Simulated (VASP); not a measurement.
# Hg (Fd-3m) in VASP: relaxation of cell and atoms with revPBE

Aim: the relaxation of cell and atoms of Hg with revPBE.

Program: VASP 6.6.1. These are calculated values, not measurements. Logs are shortened: lines on timing, memory, paths and dates and some standing lists are left out, and cuts for length are marked.

**1. The cell of the first run**

It takes space group Fd-3m (No. 227, cubic). Conventional cell: a = 6.293 Å, b = 6.293 Å, c = 6.293 Å, α = 90.00°, β = 90.00°, γ = 90.00°. Within 3.6 Å of Hg (site symmetry -43m) lie 4 Hg at 2.72 Å.

**2. Relaxation of cell and atoms, revPBE**

Contents of INCAR:

```
SYSTEM = Hg
PREC     = Accurate       ! precision mode
ENCUT    = 550            ! plane-wave cutoff, eV
EDIFF    = 1E-7           ! SCF threshold, eV
ISMEAR   = -1             ! smearing method
SIGMA    = 0.1            ! smearing width, eV
LREAL    = .False.        ! projectors in reciprocal space
LASPH    = .True.         ! aspherical terms in the spheres
NELM     = 120            ! most SCF steps
ALGO     = Normal         ! electronic algorithm
ISIF     = 3              ! what is computed and relaxed
LWAVE    = .False.        ! write WAVECAR
LCHARG   = .False.        ! write CHGCAR
GGA      = RE             ! functional
IBRION   = 2              ! ionic algorithm
NSW      = 80             ! ionic steps
EDIFFG   = -0.01          ! ionic threshold
GGA_COMPAT= .False.      
NELMIN   = 4
```

Contents of KPOINTS:

```
Automatic mesh
0
Gamma
  9 9 9
  0 0 0
```

Contents of POSCAR:

```
Hg
1.0
    0.0000000000      3.1463715427      3.1463715427
    3.1463715427      0.0000000000      3.1463715427
    3.1463715427      3.1463715427      0.0000000000
Hg
2
Direct
    0.1250000000      0.1250000000      0.1250000000
    0.8750000000      0.8750000000      0.8750000000
```

Potentials or basis: VASP PAW PBE potentials, release 64 (Hg_sv_GW).

Run with:

```bash
$ cat potpaw_PBE.64/Hg_sv_GW/POTCAR > POTCAR
$ mpirun -np 1 vasp_std > vasp.out
```

OUTCAR:

```text
SYSTEM = Hg
   PREC = Accurate
   ENCUT = 550
   EDIFF = 1E-7
   ISMEAR = -1
   LREAL = .False.
   LASPH = .True.
   NELM = 120
   ISIF = 3
   GGA = RE
   IBRION = 2
   NSW = 80
   EDIFFG = -0.01
   NELMIN = 4

 ion  position               nearest neighbor table
   1  0.125  0.125  0.125-   2 2.72   2 2.72   2 2.72   2 2.72
   2  0.875  0.875  0.875-   1 2.72   1 2.72   1 2.72   1 2.72

  LATTYP: Found a face centered cubic cell.
 ALAT       =     6.2927430854

  Lattice vectors:

 A1 = (   0.0000000000,   3.1463715427,   3.1463715427)
 A2 = (   3.1463715427,   0.0000000000,   3.1463715427)
 A3 = (   3.1463715427,   3.1463715427,   0.0000000000)

Analysis of symmetry for initial positions (statically):
=====================================================================
 Subroutine PRICEL returns:
 Original cell was already a primitive cell.

 Routine SETGRP: Setting up the symmetry group for a
 face centered cubic supercell.

 Subroutine GETGRP returns: Found 48 space group operations
 (whereof 12 operations were pure point group operations)
 out of a pool of 48 trial point group operations.

The static configuration has the point symmetry D_3d.
 The point group associated with its full space group is O_h .

Analysis of symmetry for dynamics (positions and initial velocities):
=====================================================================
 Subroutine PRICEL returns:
 Original cell was already a primitive cell.

 Routine SETGRP: Setting up the symmetry group for a
 face centered cubic supercell.

 Subroutine GETGRP returns: Found 48 space group operations
 (whereof 12 operations were pure point group operations)
 out of a pool of 48 trial point group operations.

The dynamic configuration has the point symmetry D_3d.
 The point group associated with its full space group is O_h .

 Subroutine INISYM returns: Found 48 space group operations
 (whereof 12 operations are pure point group operations),
 and found     1 'primitive' translations

----------------------------------------------------------------------------------------

                                     Primitive cell

  volume of cell :      62.2960

  direct lattice vectors                    reciprocal lattice vectors
     0.000000000  3.146371543  3.146371543    -0.158913209  0.158913209  0.158913209
     3.146371543  0.000000000  3.146371543     0.158913209 -0.158913209  0.158913209
     3.146371543  3.146371543  0.000000000     0.158913209  0.158913209 -0.158913209

  length of vectors
     4.449641308  4.449641308  4.449641308     0.275245753  0.275245753  0.275245753

  position of ions in fractional coordinates (direct lattice)
     0.125000000  0.125000000  0.125000000
     0.875000000  0.875000000  0.875000000

  ion indices of the primitive-cell ions
   primitive index   ion index
                 1           1
                 2           2

----------------------------------------------------------------------------------------

 KPOINTS: Automatic mesh

Automatic generation of k-mesh.
 Grid dimensions read from file:
 generate k-points for:    9    9    9

 Generating k-lattice:

  Cartesian coordinates                     Fractional coordinates (reciprocal lattice)
    -0.017657023  0.017657023  0.017657023     0.111111111  0.000000000  0.000000000
     0.017657023 -0.017657023  0.017657023     0.000000000  0.111111111  0.000000000
     0.017657023  0.017657023 -0.017657023     0.000000000  0.000000000  0.111111111

  Length of vectors
     0.030582861  0.030582861  0.030582861

  Shift w.r.t. Gamma in fractional coordinates (k-lattice)
     0.000000000  0.000000000  0.000000000

 Subroutine IBZKPT returns following result:
 ===========================================

 Found     35 irreducible k-points:

 Following reciprocal coordinates:
            Coordinates               Weight
  0.000000  0.000000  0.000000      1.000000
  0.111111  0.000000  0.000000      8.000000
  0.222222  0.000000  0.000000      8.000000
  0.333333  0.000000  0.000000      8.000000
  0.444444  0.000000  0.000000      8.000000
  0.111111  0.111111  0.000000      6.000000
[... 16 lines left out ...]
 -0.333333  0.333333  0.000000     12.000000
  0.444444  0.444444  0.000000      6.000000
 [... further k-points ...]
   k-points           NKPTS =     35   k-points in BZ     NKDIM =     35   number of bands    NBANDS=     24
   number of dos      NEDOS =    301   number of ions     NIONS =      2
   total plane-waves  NPLWV =  46656
   dimension x,y,z NGX =    36 NGY =   36 NGZ =   36
   dimension x,y,z NGXF=    72 NGYF=   72 NGZF=   72
   ions per type =               2
   NGX,Y,Z   is equivalent  to a cutoff of  13.45, 13.45, 13.45 a.u.
   NGXF,Y,Z  is equivalent  to a cutoff of  26.90, 26.90, 26.90 a.u.
 SYSTEM =  Hg
   PREC   = accura    normal or accurate (medium, high low for compatibility)
   ISTART =      0    job   : 0-new  1-cont  2-samecut
   ICHARG =      2    charge: 1-file 2-atom 10-const
   ISPIN  =      1    spin polarized calculation?
   LNONCOLLINEAR =      F non collinear calculations
   LSORBIT =      F    spin-orbit coupling
   LASPH  =      T    aspherical Exc in radial PAW
   ENCUT  =  550.0 eV  40.42 Ry    6.36 a.u.   8.51  8.51  8.51*2*pi/ulx,y,z
   NELM   =    120;   NELMIN=  4; NELMDL= -5     # of ELM steps
   EDIFF  = 0.1E-06   stopping-criterion for ELM
   LREAL  =      F    real-space projection
   EDIFFG = -.1E-01   stopping-criterion for IOM
   NSW    =     80    number of steps for IOM
   IBRION =      2    ionic relax: 0-MD 1-quasi-New 2-CG
   NFREE  =      1    steps in history (QN), initial steepest desc. (CG)
   ISIF   =      3    stress and relaxation
   ISYM   =      2    0-nonsym 1-usesym 2-fastsym
   POTIM  = 0.5000    time-step for ionic-motion
   TEBEG  =    0.0;   TEEND  =   0.0 temperature during run
   PSTRESS=    0.0 pullay stress
   NELECT =      40.0000    total number of electrons
   NUPDOWN=      -1.0000    fix difference up-down
   EMIN   =  10.00;   EMAX   =-10.00  energy-range for DOS
   EFERMI =   0.00;   METHOD = LEGACY
   ISMEAR =    -1;   SIGMA  =   0.10  broadening in eV -4-tet -1-fermi 0-gaus
   EFERMI_NEDOS =   21; number of points for ismear=-14 and -15
   IALGO  =     38    algorithm
   IMIX   =      4    mixing-type and parameters
     AMIX     =   0.40;   BMIX     =  1.00
     AMIX_MAG =   1.60;   BMIX_MAG =  1.00
  volume/ion in A,a.u.               =      31.15       210.20
  Fermi-wavevector in a.u.,A,eV,Ry     =   1.412347  2.668949 27.139878  1.994725
  Thomas-Fermi vector in A             =   2.534105
   LORBIT       =      0    0 simple, 1 ext, 2 COOP (PROOUT), +10 PAW based schemes
   GGA     = RE    functional components
   LHFCALC =     F    Hartree Fock is set to
   AEXX    =    0.0000 exact exchange contribution
   IVDW    =     0    specifies the selected vdW correction
   LEPSILON=     F    determine dielectric tensor
   LRPA    =     F    only Hartree local field effects (RPA)
 conjugate gradient relaxation of ions
 non-spin polarized calculation
  energy-cutoff  :      550.00
  volume of cell :       62.30
 maximum number of plane-waves:      1853
 NGX is ok and might be reduce to    36
   NGX = 17   NGY = 17   NGZ = 17

--------------------------------------- Ionic step        1  -------------------------------------------

 number of electron      39.9999995 magnetization

 Free energy of the ion-electron system (eV)
  ---------------------------------------------------
  ext. energy  EPLUGINS =         0.00000000
  ---------------------------------------------------
  free energy    TOTEN  =         0.94737080 eV

  energy without entropy =        0.98292026  energy(sigma->0) =        0.96514553

------------------------ aborting loop because EDIFF is reached ----------------------------------------

  FORCE on cell =-STRESS in cart. coord.  units (eV):
  Direction    XX          YY          ZZ          XY          YZ          ZX
  --------------------------------------------------------------------------------------
  -------------------------------------------------------------------------------------
  Total        3.5345479      3.5345479      3.5345479      0.0000000      0.0000000      0.0000000
  in kB       90.9043038     90.9043038     90.9043038      0.0000000      0.0000000      0.0000000
  external PRESSURE =      90.9043038 kB  Pullay stress =       0.0000000 kB
[... 93 lines left out ...]
  energy  without entropy=        0.5316048890  energy(sigma->0) =        0.51628242

--------------------------------------- Ionic step        4  -------------------------------------------

 number of electron      39.9999981 magnetization

 Free energy of the ion-electron system (eV)
  ---------------------------------------------------
  ext. energy  EPLUGINS =         0.00000000
  ---------------------------------------------------
  free energy    TOTEN  =         0.49512071 eV

  energy without entropy =        0.51935184  energy(sigma->0) =        0.50723628

 E-fermi :   2.1407     XC(G=0):  -7.4231

 val. band max:        2.1122187452   @ k =  -0.3333   0.3333   0.0000
 cond. band min:       2.2656571517   @ k =  -0.1111   0.1111   0.0000
 fundamental gap:      0.1534384065
 Fermi energy:         2.1406911280

 k-point     1 :       0.0000    0.0000    0.0000
  band No.  band energies     occupation
      1    -113.0723      2.00000
      2    -113.0706      2.00000
      3     -61.4574      2.00000
      4     -61.4574      2.00000
      5     -61.4574      2.00000
      6     -61.4348      2.00000
[... 637 lines left out ...]
     23       5.7534      0.00000
     24       6.0247      0.00000

 [... further k-points ...]
[... 5 lines left out ...]
  --------------------------------------------------------------------------------------
  -------------------------------------------------------------------------------------
  Total       -0.0112404     -0.0112404     -0.0112404      0.0000000      0.0000000     -0.0000000
  in kB       -0.2066545     -0.2066545     -0.2066545      0.0000000      0.0000000     -0.0000000
  external PRESSURE =      -0.2066545 kB  Pullay stress =       0.0000000 kB
[... 17 lines left out ...]
  FREE ENERGIE OF THE ION-ELECTRON SYSTEM (eV)
  ---------------------------------------------------
  free  energy   TOTEN  =         0.4951207149 eV

  energy  without entropy=        0.5193518423  energy(sigma->0) =        0.50723628

 reached required accuracy - stopping structural energy minimisation
```

Run time: 3.7 min. Hardware: 1 thread of AMD EPYC 7R43 (Zen 3), shared host; peak memory 0.21 GiB.

What came out:

| Property | Result |
| --- | --- |
| Free energy | 0.4951 eV |
| Relaxed volume | 43.57 Å³/atom |
| Relaxed cell | a = 4.976 Å, b = 4.976 Å, c = 4.976 Å, α = 60.00°, β = 60.00°, γ = 60.00° |
| Space group after relaxing (to 0.1 Å) | Fd-3m (No. 227) |
| Energy gained by relaxing | 226.1 meV/atom |
| Ionic steps | 4 |
| Pressure after relaxing | 0.0 GPa |
| Band gap on the k mesh | zero (bands 20 and 21 overlap by 1.39 eV) |

Step by step:
```
step  energy change (eV)  largest force (eV/Å)  pressure (GPa)  volume (Å³)
   1              0.0000                0.0000            9.09        62.30
   2             -0.4371                0.0000            0.82        79.63
   3             -0.4464                0.0000            0.43        82.08
   4             -0.4523                0.0000           -0.02        87.15
```

Final structure:
```
Hg
1.0
     0.00000    3.51890    3.51890
     3.51890    0.00000    3.51890
     3.51890    3.51890    0.00000
Hg
2
Direct
  0.12500 0.12500 0.12500
  0.87500 0.87500 0.87500
```

Levels at points of the mesh, in eV from the Fermi level:
```
           k point  band 16  band 17  band 18  band 19  band 20  band 21  band 22  band 23  band 24
(0.00, 0.00, 0.00)    -6.68    -6.68    -6.49    -6.49     1.37     4.01     4.01     4.01     5.38
```

Caveat: the volume moved by over 15 % at a fixed basis, so the end points are rough; the PAW data sets were made with another functional, which shifts forces and pressure a little; spin-orbit coupling is left out, which moves the levels of the heavy elements.

The gap in the log of VASP goes by the Fermi energy; the results here count the filled bands.